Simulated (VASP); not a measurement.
Runs of VASP 6.6.1 on CdTe. The structure is that of space group F-43m (No. 216), or close to it. The cells are those of the table. 

| cell | gap on the mesh (eV) | pressure (GPa) |
| --- | --- | --- |
| a = 4.492 Å, angles 60.0°, 2 atoms | 0.84 | 3.3 |
| a = 4.612 Å, angles 60.0°, 2 atoms | 0.60 | -0.4 |
| a = 4.408 Å, angles 60.0°, 2 atoms | (b) | 6.9 |
| a = 4.650 Å, angles 60.0°, 2 atoms | (a) | -1.4 |
| a = 4.533 Å, angles 60.0°, 2 atoms | 0.76 | 1.9 |

Alike in all rows: task single point; level PBEsol; potentials or basis VASP PAW PBE potentials, release 64 (Cd, Te); no spin polarisation; k mesh 6 × 6 × 6; cutoff (eV) 520; smearing gaussian 0.01 eV.

Fill in the values left out.

(a) 0.53; (b) 1.01.

Caveats: the PAW data sets were made with another functional, which shifts forces and pressure a little; spin-orbit coupling is left out, which moves the levels of the heavy elements.

A k mesh can miss the band edges, and the runs leave out spin-orbit coupling on Cd, Te.
